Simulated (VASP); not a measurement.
# Ba4Er (I4/mmm) in VASP: single point with PBE

Aim: the single point of Ba4Er with PBE.

All numbers are computed with VASP 6.6.1; they aren't measurements. Logs are shortened: lines on timing, memory, paths and dates and some standing lists are left out, and cuts for length are marked.

### Step 1. The cell of the first run

The structure is tetragonal, space group I4/mmm (No. 139). Conventional cell: a = 12.276 Å, b = 12.276 Å, c = 3.894 Å, α = 90.00°, β = 90.00°, γ = 90.00°. Within 4.5 Å of Ba (site symmetry m2m) lie 1 Er at 3.42 Å and 6 Ba at 3.89 to 4.31 Å. Within 4.5 Å of Er (site symmetry 4/mmm) lie 4 Ba at 3.42 Å and 2 Er at 3.89 Å.

The cell was generated, and may not be a known phase.

### Step 2. Single point, PBE

Input file INCAR:

```
SYSTEM = Ba4Er
PREC = Accurate
ENCUT = 500
EDIFF = 1E-6
ISMEAR = 0
SIGMA = 0.2
LREAL = .FALSE.
LASPH = .TRUE.
NELM = 200
ALGO = Normal
ISIF = 2
LWAVE = .FALSE.
LCHARG = .FALSE.
GGA = PE
NBANDS = 32
GGA_COMPAT = .FALSE.
LMAXMIX = 6
```

Input file KPOINTS:

```
Automatic mesh
0
G
  4 4 4
  0 0 0
```

Input file POSCAR:

```
Ba4Er
1.0
   -6.1379319581      6.1379319581      1.9469001206
    6.1379319581     -6.1379319581      1.9469001206
    6.1379319581      6.1379319581     -1.9469001206
Ba Er
4 1
Direct
    0.0000000000      0.7213745940      0.7213745940
    0.0000000000      0.2786254060      0.2786254060
    0.2786254060      0.0000000000      0.2786254060
    0.7213745940      0.0000000000      0.7213745940
    0.0000000000      0.0000000000      0.0000000000
```

Potentials or basis: VASP PAW PBE potentials, release 64 (Ba_sv, Er_3), 4f in core.

Started as:

```sh
$ cat potpaw_PBE.64/Ba_sv/POTCAR potpaw_PBE.64/Er_3/POTCAR > POTCAR
$ mpirun -np 1 vasp_std > vasp.out
```

OUTCAR:

```text
SYSTEM = Ba4Er
   PREC = Accurate
   ENCUT = 500
   EDIFF = 1E-6
   ISMEAR = 0
   LREAL = .FALSE.
   LASPH = .TRUE.
   NELM = 200
   ISIF = 2
   GGA = PE

 ion  position               nearest neighbor table
   1  0.000  0.721  0.721-   5 3.42   3 4.31   3 4.31   4 4.31   4 4.31
   2  0.000  0.279  0.279-   5 3.42   4 4.31   4 4.31   3 4.31   3 4.31
   3  0.279  0.000  0.279-   5 3.42   1 4.31   1 4.31   2 4.31   2 4.31
   4  0.721  0.000  0.721-   5 3.42   2 4.31   2 4.31   1 4.31   1 4.31
   5  0.000  0.000  0.000-   1 3.42   2 3.42   3 3.42   4 3.42

  LATTYP: Found a body centered tetragonal cell.
 ALAT       =    12.2758639162
 C/A-ratio  =     0.3171915450

  Lattice vectors:

 A1 = (  -6.1379319581,   6.1379319581,   1.9469001206)
 A2 = (   6.1379319581,  -6.1379319581,   1.9469001206)
 A3 = (   6.1379319581,   6.1379319581,  -1.9469001206)

Analysis of symmetry for initial positions (statically):
=====================================================================
 Subroutine PRICEL returns:
 Original cell was already a primitive cell.

 Routine SETGRP: Setting up the symmetry group for a
 body centered tetragonal supercell.

 Subroutine GETGRP returns: Found 16 space group operations
 (whereof 16 operations were pure point group operations)
 out of a pool of 16 trial point group operations.

The static configuration has the point symmetry D_4h.

Analysis of symmetry for dynamics (positions and initial velocities):
=====================================================================
 Subroutine PRICEL returns:
 Original cell was already a primitive cell.

 Routine SETGRP: Setting up the symmetry group for a
 body centered tetragonal supercell.

 Subroutine GETGRP returns: Found 16 space group operations
 (whereof 16 operations were pure point group operations)
 out of a pool of 16 trial point group operations.

The dynamic configuration has the point symmetry D_4h.

 Subroutine INISYM returns: Found 16 space group operations
 (whereof 16 operations are pure point group operations),
 and found     1 'primitive' translations

----------------------------------------------------------------------------------------

                                     Primitive cell

  volume of cell :     293.3917

  direct lattice vectors                    reciprocal lattice vectors
    -6.137931958  6.137931958  1.946900121     0.000000000  0.081460662  0.256818516
     6.137931958 -6.137931958  1.946900121     0.081460662  0.000000000  0.256818516
     6.137931958  6.137931958 -1.946900121     0.081460662  0.081460662  0.000000000

  length of vectors
     8.896001210  8.896001210  8.896001210     0.269428264  0.269428264  0.115202773

  position of ions in fractional coordinates (direct lattice)
     0.000000000  0.721374594  0.721374594
     0.000000000  0.278625406  0.278625406
     0.278625406  0.000000000  0.278625406
     0.721374594  0.000000000  0.721374594
     0.000000000  0.000000000  0.000000000

  ion indices of the primitive-cell ions
   primitive index   ion index
                 1           1
                 2           2
                 3           3
                 4           4
                 5           5

----------------------------------------------------------------------------------------

 KPOINTS: Automatic mesh

Automatic generation of k-mesh.
 Grid dimensions read from file:
 generate k-points for:    4    4    4

 Generating k-lattice:

  Cartesian coordinates                     Fractional coordinates (reciprocal lattice)
     0.000000000  0.020365165  0.064204629     0.250000000  0.000000000  0.000000000
     0.020365165  0.000000000  0.064204629     0.000000000  0.250000000  0.000000000
     0.020365165  0.020365165  0.000000000     0.000000000  0.000000000  0.250000000

  Length of vectors
     0.067357066  0.067357066  0.028800693

  Shift w.r.t. Gamma in fractional coordinates (k-lattice)
     0.000000000  0.000000000  0.000000000

 Subroutine IBZKPT returns following result:
 ===========================================

 Found     13 irreducible k-points:

 Following reciprocal coordinates:
            Coordinates               Weight
  0.000000  0.000000  0.000000      1.000000
  0.250000  0.000000 -0.000000      8.000000
  0.500000  0.000000 -0.000000      4.000000
  0.250000  0.250000 -0.000000      8.000000
  0.500000  0.250000 -0.000000     16.000000
 -0.250000  0.250000  0.000000      4.000000
  0.500000  0.500000 -0.000000      2.000000
  0.250000  0.250000  0.250000      2.000000
 -0.250000  0.250000  0.250000      4.000000
  0.500000  0.500000  0.250000      4.000000
 -0.250000  0.500000  0.250000      8.000000
 -0.250000 -0.250000  0.250000      2.000000
  0.500000  0.500000  0.500000      1.000000
   k-points           NKPTS =     13   k-points in BZ     NKDIM =     13   number of bands    NBANDS=     32
   number of dos      NEDOS =    301   number of ions     NIONS =      5
   total plane-waves  NPLWV = 343000
   dimension x,y,z NGX =    70 NGY =   70 NGZ =   70
   dimension x,y,z NGXF=   140 NGYF=  140 NGZF=  140
   ions per type =               4   1
   NGX,Y,Z   is equivalent  to a cutoff of  13.08, 13.08, 13.08 a.u.
   NGXF,Y,Z  is equivalent  to a cutoff of  26.16, 26.16, 26.16 a.u.
 SYSTEM =  Ba4Er
   PREC   = accura    normal or accurate (medium, high low for compatibility)
   ISTART =      0    job   : 0-new  1-cont  2-samecut
   ICHARG =      2    charge: 1-file 2-atom 10-const
   ISPIN  =      1    spin polarized calculation?
   LNONCOLLINEAR =      F non collinear calculations
   LSORBIT =      F    spin-orbit coupling
   LASPH  =      T    aspherical Exc in radial PAW
   ENCUT  =  500.0 eV  36.75 Ry    6.06 a.u.  16.22 16.22 16.22*2*pi/ulx,y,z
   NELM   =    200;   NELMIN=  2; NELMDL= -5     # of ELM steps
   EDIFF  = 0.1E-05   stopping-criterion for ELM
   LREAL  =      F    real-space projection
   EDIFFG = 0.1E-04   stopping-criterion for IOM
   NSW    =      0    number of steps for IOM
   IBRION =     -1    ionic relax: 0-MD 1-quasi-New 2-CG
   NFREE  =      0    steps in history (QN), initial steepest desc. (CG)
   ISIF   =      2    stress and relaxation
   ISYM   =      2    0-nonsym 1-usesym 2-fastsym
   POTIM  = 0.5000    time-step for ionic-motion
   TEBEG  =    0.0;   TEEND  =   0.0 temperature during run
   PSTRESS=    0.0 pullay stress
   NELECT =      49.0000    total number of electrons
   NUPDOWN=      -1.0000    fix difference up-down
   EMIN   =  10.00;   EMAX   =-10.00  energy-range for DOS
   EFERMI =   0.00;   METHOD = LEGACY
   ISMEAR =     0;   SIGMA  =   0.20  broadening in eV -4-tet -1-fermi 0-gaus
   EFERMI_NEDOS =   21; number of points for ismear=-14 and -15
   IALGO  =     38    algorithm
   IMIX   =      4    mixing-type and parameters
     AMIX     =   0.40;   BMIX     =  1.00
     AMIX_MAG =   1.60;   BMIX_MAG =  1.00
  volume/ion in A,a.u.               =      58.68       395.98
  Fermi-wavevector in a.u.,A,eV,Ry     =   0.901552  1.703687 11.058768  0.812797
  Thomas-Fermi vector in A             =   2.024647
   LORBIT       =      0    0 simple, 1 ext, 2 COOP (PROOUT), +10 PAW based schemes
   GGA     = PE    functional components
   LHFCALC =     F    Hartree Fock is set to
   AEXX    =    0.0000 exact exchange contribution
   IVDW    =     0    specifies the selected vdW correction
   LEPSILON=     F    determine dielectric tensor
   LRPA    =     F    only Hartree local field effects (RPA)
 non-spin polarized calculation
 Gauss-broadening in eV      SIGMA  =   0.20
  energy-cutoff  :      500.00
  volume of cell :      293.39
 maximum number of plane-waves:      7478
 NGX is ok and might be reduce to    70
   NGX = 33   NGY = 33   NGZ = 33

 number of electron      49.0000004 magnetization

 Free energy of the ion-electron system (eV)
  ---------------------------------------------------
  ext. energy  EPLUGINS =         0.00000000
  ---------------------------------------------------
  free energy    TOTEN  =        -9.38970573 eV

  energy without entropy =       -9.21082937  energy(sigma->0) =       -9.30026755

 E-fermi :   1.4761     XC(G=0):  -7.5120

 val. band max:        1.4731220893   @ k =   0.2500   0.0000  -0.0000
 cond. band min:       1.5379000583   @ k =   0.5000   0.2500  -0.0000
 fundamental gap:      0.0647779689
 Fermi energy:         1.4760770466

 k-point     1 :       0.0000    0.0000    0.0000
  band No.  band energies     occupation
      1     -27.3502      2.00000
      2     -27.3290      2.00000
      3     -27.3290      2.00000
      4     -27.3028      2.00000
      5     -24.2196      2.00000
      6     -24.2196      2.00000
[... 24 lines left out ...]
     31       2.3712      0.00000
     32       3.2394      0.00000

 k-point     2 :       0.2500    0.0000   -0.0000
  band No.  band energies     occupation
      1     -27.3095      2.00000
      2     -27.2944      2.00000
      3     -27.2932      2.00000
      4     -27.2755      2.00000
      5     -24.2149      2.00000
      6     -24.2149      2.00000
[... 24 lines left out ...]
     31       2.8264      0.00000
     32       2.9623      0.00000

 k-point     3 :       0.5000    0.0000   -0.0000
  band No.  band energies     occupation
      1     -27.2598      2.00000
      2     -27.2593      2.00000
      3     -27.2587      2.00000
      4     -27.2543      2.00000
      5     -24.2102      2.00000
      6     -24.2102      2.00000
[... 24 lines left out ...]
     31       2.6500      0.00000
     32       2.9079      0.00000

 k-point     4 :       0.2500    0.2500   -0.0000
  band No.  band energies     occupation
      1     -27.2596      2.00000
      2     -27.2595      2.00000
      3     -27.2587      2.00000
      4     -27.2543      2.00000
      5     -24.2102      2.00000
      6     -24.2102      2.00000
[... 269 lines left out ...]
     31       2.7939      0.00000
     32       2.8093      0.00000

 k-point    12 :      -0.2500   -0.2500    0.2500
  band No.  band energies     occupation
      1     -27.2593      2.00000
      2     -27.2593      2.00000
      3     -27.2590      2.00000
      4     -27.2545      2.00000
      5     -24.2102      2.00000
      6     -24.2102      2.00000
[... 24 lines left out ...]
     31       2.6343      0.00000
     32       2.6859      0.00000

 k-point    13 :       0.5000    0.5000    0.5000
  band No.  band energies     occupation
      1     -27.3453      2.00000
      2     -27.3291      2.00000
      3     -27.3291      2.00000
      4     -27.3076      2.00000
      5     -24.2196      2.00000
      6     -24.2196      2.00000
[... 24 lines left out ...]
     31       2.5880      0.00000
     32       2.7952      0.00000

------------------------ aborting loop because EDIFF is reached ----------------------------------------

  FORCE on cell =-STRESS in cart. coord.  units (eV):
  Direction    XX          YY          ZZ          XY          YZ          ZX
  --------------------------------------------------------------------------------------
  -------------------------------------------------------------------------------------
  Total        0.2512873      0.2512873      0.1652670      0.0000000      0.0000000      0.0000000
  in kB        1.3722504      1.3722504      0.9025036      0.0000000      0.0000000      0.0000000
  external PRESSURE =       1.2156681 kB  Pullay stress =       0.0000000 kB

 VOLUME and BASIS-vectors are now :
 -----------------------------------------------------------------------------
  energy-cutoff  :      500.00
  volume of cell :      293.39
      direct lattice vectors                 reciprocal lattice vectors
    -6.137931958  6.137931958  1.946900121     0.000000000  0.081460662  0.256818516
     6.137931958 -6.137931958  1.946900121     0.081460662  0.000000000  0.256818516
     6.137931958  6.137931958 -1.946900121     0.081460662  0.081460662  0.000000000

 POSITION                                       TOTAL-FORCE (eV/Angst)
 -----------------------------------------------------------------------------------
      8.85550      0.00000      0.00000        -0.010346      0.000000     -0.000000
      3.42037      0.00000      0.00000         0.010346      0.000000     -0.000000
      0.00000      3.42037      0.00000        -0.000000      0.010346     -0.000000
      0.00000      8.85550      0.00000        -0.000000     -0.010346     -0.000000
      0.00000      0.00000      0.00000        -0.000000      0.000000      0.000000
 -----------------------------------------------------------------------------------
    total drift:                                0.000000      0.000000     -0.000000

  FREE ENERGIE OF THE ION-ELECTRON SYSTEM (eV)
  ---------------------------------------------------
  free  energy   TOTEN  =        -9.3897057328 eV

  energy  without entropy=       -9.2108293700  energy(sigma->0) =       -9.30026755
```

Wall time 3.8 min (1 thread of Intel Xeon Platinum 8488C (Sapphire Rapids), shared host); peak memory 0.69 GiB.

Results:

| Quantity | Value |
| --- | --- |
| Free energy | -9.3897 eV |
| Pressure | 0.1 GPa |
| Largest force | 0.010 eV/Å |
| Band gap on the k mesh | zero (an odd number of electrons rules out a gap without spin polarisation) |

Forces in eV/Å, atoms in the order of the input:
```
Ba  -0.010  0.000  0.000
Ba   0.010  0.000  0.000
Ba   0.000  0.010  0.000
Ba   0.000 -0.010  0.000
Er   0.000  0.000  0.000
```

Caveat: the k points lie up to 0.42 Å⁻¹ apart, too coarse for converged energies and pressures of a metal; spin-orbit coupling is left out, which moves the levels of the heavy elements; the 4f electrons are frozen in the core, so they carry no moment and show no levels. Spin polarisation is off, so any magnetic state and its effect on volume and gap are missing.

The gap in the log of VASP goes by the Fermi energy; the results here count the filled bands.